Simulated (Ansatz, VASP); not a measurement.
# Two plane-wave programs on SiC

The input INCAR:

```
SYSTEM = SiC
PREC = Accurate ; ENCUT = 520
EDIFF = 1E-7 ; ISMEAR = -1
SIGMA = 0.02 ; LREAL = .FALSE.
LASPH = .TRUE. ; NELM = 60
ALGO = Normal ; ISIF = 2
LWAVE = .FALSE. ; LCHARG = .FALSE.
GGA = PE ; NBANDS = 11
```

Contents of KPOINTS:

```
regular mesh
0
G
  10 10 10
  0 0 0
```

POSCAR

```
SiC
1.0
    0.0000000000      2.1344913040      2.2058695875
    2.1344913040      0.0000000000      2.2058695875
    2.1344913040      2.1344913040      0.0000000000
Si C
1 1
Direct
    0.0000000000      0.0000000000      0.0000000000
    0.2500000000      0.2500000000      0.2500000000
```

Input for Ansatz:

```yaml
crystal:
  lattice:
    - [0.0, 2.134491304, 2.2058695875]
    - [2.134491304, 0.0, 2.2058695875]
    - [2.134491304, 2.134491304, 0.0]
  atoms:
    - { symbol: Si, position: [0.0, 0.0, 0.0] }
    - { symbol: C, position: [0.25, 0.25, 0.25] }
kpoints:
  mp_grid: { grid: [10, 10, 10] }
  band_path:
    path:
      - [0.0, 0.0, 0.0]
      - [-0.5, -0.5, 0.0]
      - [-0.375, -0.375, 0.25]
      - [-0.375, 0.0, 0.375]
      - [0.0, 0.0, 0.5]
      - [-0.5, -0.25, 0.25]
      - [0.0, 0.5, 0.5]
    npoints: 1
hamiltonian:
  xc: pbe
scf:
  occupations: { method: fermi_dirac, width: 0.02 }
  n_extra_bands: 4
output:
  forces: true
  stress: true
  eigenvalues: true
```

Change from the starting cell: epitaxial_xy strain -2.0%.

Alike in both runs: task single point; functional PBE; k mesh 10 × 10 × 10; occupations fermi-dirac, width 0.02 eV; no spin polarisation.

```csv
,VASP,Ansatz
version,VASP 6.6.1,Ansatz 0.2.0
potentials or method,"VASP PAW PBE potentials, release 64 (Si, C)","plane waves, PAW"
plane-wave cutoff (eV),520,420
valence electrons in the cell,8,8
```

```csv
,VASP,Ansatz,Ansatz less VASP
gap on the k mesh at the Fermi level (eV),1.15,1.15,+0.002
pressure (GPa),10.0,10.1,+0.07
"traceless stress, the component that is largest in VASP (GPa)",-6.08,-6.06,+0.017
```

With one functional, cell and mesh, what is left measures potentials, basis and numerics.
